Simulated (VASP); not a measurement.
Runs of VASP 6.6.1 on Lu. The structure is that of space group Fm-3m (No. 225), or close to it. The cells are those of the table. This isn't the form of Lu at room conditions, which is hcp.

```tsv
task	cell	k mesh	cutoff (eV)	gap on the mesh (eV)	pressure (GPa)
single point	a = 3.301 Å, angles 60.0°, 1 atom	20 × 20 × 20	520	none	7.1
single point	a = 3.410 Å, angles 60.0°, 1 atom	20 × 20 × 20	520	none	(a)
single point	a = 3.375 Å, angles 60.0°, 1 atom	20 × 20 × 20	520	none	3.2
single point	a = 3.338 Å, angles 60.0°, 1 atom	20 × 20 × 20	520	none	5.0
single point	a = 3.479 Å, angles 60.0°, 1 atom	20 × 20 × 20	520	none	-1.1
relaxation of cell and atoms	relaxed from a = 3.505 Å, angles 121.1, 121.1, 88.2°, 1 atom	8 × 8 × 8	600	none	0.0
single point	a = 3.434 Å, angles 120.0, 120.0, 89.9°, 1 atom	8 × 8 × 8	520	none	-0.1
single point	a = 3.445 Å, angles 60.0°, 1 atom	20 × 20 × 20	520	none	0.1
single point	a = 3.505 Å, angles 121.1, 121.1, 88.2°, 1 atom	8 × 8 × 8	520	none	(b)
single point	a = 3.556 Å, angles 60.0°, 1 atom	20 × 20 × 20	520	none	-3.3
single point	a = 3.513 Å, angles 60.0°, 1 atom	20 × 20 × 20	520	none	-2.1
```

Alike in all rows: level PBE; potentials or basis VASP PAW PBE potentials, release 64 (Lu); no spin polarisation; smearing gaussian 0.1 eV.

Estimate the missing entries.

(a) 1.5; (b) -1.4.

Caveats: spin-orbit coupling is left out, which moves the levels of the heavy elements; the cell stands under pressure (at least some runs); the cell stands under tension (at least some runs).

A k mesh can miss the band edges, and the runs leave out spin-orbit coupling on Lu.

A gap of «none» marks levels without a gap at the run's occupations.
